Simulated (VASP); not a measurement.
Crystal: HfO2.

```
Hf O
1.0
     5.11386    0.00000    0.00490
     0.00000    5.18141    0.00000
    -0.87469    0.00000    5.37895
Hf O
4 8
Direct
  0.27474 0.45748 0.70934
  0.72526 0.95748 0.79066
  0.72526 0.54252 0.29066
  0.27474 0.04252 0.20934
  0.44938 0.74359 0.97021
  0.55062 0.24359 0.52979
  0.55062 0.25641 0.02979
  0.44938 0.75641 0.47021
  0.06410 0.31945 0.35852
  0.93590 0.81945 0.14148
  0.93590 0.68055 0.64148
  0.06410 0.18055 0.85852
```

This cell differs from its parent crystal: uniaxial z strain +3.0%.

Base run:

| Item | Value |
| --- | --- |
| Program | VASP 6.6.1 |
| Functional | PBE |
| Potentials or basis | VASP PAW PBE potentials, release 64 (Hf_pv, O) |
| Cutoff | 520 eV |
| k mesh | 6 × 6 × 6 |
| Occupations | fermi-dirac, width 0.02 eV |
| Spin | no spin polarisation |

Its results: band gap on the k mesh 4.14 eV (least direct gap 4.20 eV); pressure -3.1 GPa; largest force 0.030 eV/Å.

Question: The run is repeated on the same cell with these changes: functional from PBE to r2SCAN; occupations from fermi-dirac, width 0.02 eV to gaussian, width 0.01 eV. What comes out?

Answer: Band gap on the k mesh 4.64 eV (least direct gap 4.70 eV); pressure -8.8 GPa; largest force 0.105 eV/Å.

Caveats: the cell stands under tension; spin-orbit coupling is left out, which moves the levels of the heavy elements; the PAW data sets were made with another functional, which shifts forces and pressure a little (at least some runs).

A k mesh can miss the band edges.
